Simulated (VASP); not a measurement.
Write the native input for VASP 6.6.1 that does the following.

| Property | Result |
| --- | --- |
| Task | single point |
| Functional | LDA |
| Potentials or basis | VASP PAW LDA potentials, release 64 (Zr_sv, B) |
| Cutoff | 520 eV |
| k mesh | 15 × 15 × 10 |
| Occupations | gaussian, width 0.1 eV |
| Spin | no spin polarisation |
| Dipole correction | no |
| Further INCAR settings | ALGO = Normal; EDIFF = 1e-06; NBANDS = 16 |

The structure of ZrB2 lies in POSCAR:

```
ZrB2
1.0
    3.1336193983      0.0000000000      0.0000000000
   -1.5668096991      2.7137940047      0.0000000000
    0.0000000000      0.0000000000      3.4870609564
Zr B
1 2
Direct
    0.0000000000      0.0000000000      0.0000000000
    0.3333333333      0.6666666667      0.5000000000
    0.6666666667      0.3333333333      0.5000000000
```

One way to write it, as run:

INCAR

```
SYSTEM = ZrB2
ALGO = Normal
EDIFF = 1E-6
ENCUT = 520
GGA = CA
ISIF = 2
ISMEAR = 0
LASPH = .True.
LCHARG = .True.
LELF = .True.
LREAL = .False.
LVHAR = .True.
LWAVE = .False.
NBANDS = 16
NELM = 60
PREC = Accurate
SIGMA = 0.1
```

KPOINTS

```
k-points
0
Gamma
  15 15 10
  0 0 0
```

Potentials or basis: VASP PAW LDA potentials, release 64 (Zr_sv, B).

Command:

```sh
$ cat potpaw_LDA.64/Zr_sv/POTCAR potpaw_LDA.64/B/POTCAR > POTCAR
$ mpirun -np 1 vasp_std > vasp.out
```

It gave:

* Pressure: 0.5 GPa
* Band gap on the k mesh: zero (bands 9 and 10 overlap by 0.89 eV)

It took 110 s on 1 thread of AMD EPYC 7R13, on a shared host, peak memory 0.16 GiB.
